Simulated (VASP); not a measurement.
Wanted: the native input for a VASP 6.6.1 run.

| Property | Result |
| --- | --- |
| Task | single point |
| Functional | PBE |
| Potentials or basis | VASP PAW PBE potentials, release 64 (In_d, Se) |
| Cutoff | 520 eV |
| k mesh | 13 × 13 × 3 |
| Occupations | fermi-dirac, width 0.05 eV |
| Spin | no spin polarisation |
| Dipole correction | no |
| Further INCAR settings | ALGO = Normal; EDIFF = 1e-06; NBANDS = 48 |

The structure of InSe lies in POSCAR:

```
InSe
1.0
    4.0499987506      0.0000000000      0.0000000000
   -2.0249993753      3.5074018033      0.0000000000
    0.0000000000      0.0000000000     16.9300000000
In Se
4 4
Direct
    0.3333333333      0.6666666667      0.1672880857
    0.6666666667      0.3333333333      0.6672880857
    0.3333333333      0.6666666667      0.3327119143
    0.6666666667      0.3333333333      0.8327119143
    0.3333333333      0.6666666667      0.5917978027
    0.6666666667      0.3333333333      0.0917978027
    0.3333333333      0.6666666667      0.9082021973
    0.6666666667      0.3333333333      0.4082021973
```

The input as run:

INCAR

```
SYSTEM = InSe
  ALGO = Normal
  EDIFF = 1E-6
  ENCUT = 520
  GGA = PE
  ISIF = 2
  ISMEAR = -1
  LASPH = .True.
  LCHARG = .False.
  LREAL = .False.
  LWAVE = .False.
  NBANDS = 48
  NELM = 80
  PREC = Accurate
  SIGMA = 0.05
```

KPOINTS

```
k-points
0
Gamma
  13 13 3
  0 0 0
```

Potentials or basis: VASP PAW PBE potentials, release 64 (In_d, Se).

Launch:

```console
$ cat potpaw_PBE.64/In_d/POTCAR potpaw_PBE.64/Se/POTCAR > POTCAR
$ mpirun -np 1 vasp_std > vasp.out
```

Results of the run:

| Quantity | Value |
| --- | --- |
| Pressure | 1.3 GPa |
| Largest force | 0.021 eV/Å |
| Band gap on the k mesh | 0.34 eV, direct |

Caveat: spin-orbit coupling is left out, which moves the levels of the heavy elements; this functional lacks dispersion, which binds the layers, so the pressure and a relaxed spacing across them are unreliable.

It took 4.6 min on 1 thread of Intel(R) Xeon(R) 6975P-C (Granite Rapids), with other jobs on the host, peak memory 0.54 GiB.
